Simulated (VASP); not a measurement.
Wanted: the native input for a VASP 6.6.1 run.

```yaml
Task: relaxation of cell and atoms
Functional: PBE
Potentials_or_basis: VASP PAW PBE potentials, release 64 (Hf_pv, F)
Cutoff: 600 eV
k_mesh: 6 × 6 × 4
Occupations: gaussian, width 0.1 eV
Spin: no spin polarisation
Dipole_correction: no
Further_INCAR_settings: ALGO = Normal; EDIFF = 1e-07; IBRION = 2; EDIFFG = -0.04; NSW = 90; ISIF = 3
```

The structure of Hf5F lies in POSCAR:

```
Hf5F
1.0
    4.5351686600      0.0000000000      0.0000000000
   -2.2675843300      3.9275712700      0.0000000000
    0.0000000000      0.0000000000      6.8343748600
Hf F
5 1
Direct
    0.3333333300      0.6666666700      0.6932971100
    0.3333333300      0.6666666700      0.3067028900
    0.6666666700      0.3333333300      0.3067028900
    0.6666666700      0.3333333300      0.6932971100
    0.0000000000      0.0000000000      0.0000000000
    0.0000000000      0.0000000000      0.5000000000
```

The cell was built from a structure type or drawn by symmetry, and may not be a known phase.

One way to write it, as run:

INCAR

```
  PREC = Accurate
  ENCUT = 600
  EDIFF = 1E-7
  ISMEAR = 0
  SIGMA = 0.1
  LREAL = False
  LASPH = True
  NELM = 60
  ALGO = Normal
  ISIF = 3
  LWAVE = False
  LCHARG = False
  GGA = PE
  IBRION = 2
  NSW = 90
  EDIFFG = -0.04
```

KPOINTS

```
regular mesh
0
Gamma
  6 6 4
```

Potentials or basis: VASP PAW PBE potentials, release 64 (Hf_pv, F).

Launch:

```console
$ cat potpaw_PBE.64/Hf_pv/POTCAR potpaw_PBE.64/F/POTCAR > POTCAR
$ mpirun -np 1 vasp_std > vasp.out
```

It gave:

```
Relaxed volume                        : 21.04 Å³/atom
Relaxed cell                          : a = 5.088 Å, b = 5.088 Å, c = 5.629 Å, α = 90.00°, β = 90.00°, γ = 120.00°
Space group after relaxing (to 0.1 Å) : P6/mmm (No. 191)
Energy gained by relaxing             : 742.0 meV/atom
Ionic steps                           : 15
Pressure after relaxing               : 0.0 GPa
Band gap on the k mesh                : zero (an odd number of electrons rules out a gap without spin polarisation)
```

Caveat: a cell axis changed by over 15 % at a fixed basis, so the end point is rough; spin-orbit coupling is left out, which moves the levels of the heavy elements; an odd number of electrons without spin polarisation forces a metal; a magnetic or distorted state may lie lower.

Run time: 13 min on 1 thread of Intel(R) Xeon(R) 6975P-C (Granite Rapids), on a shared host, peak memory 0.32 GiB.
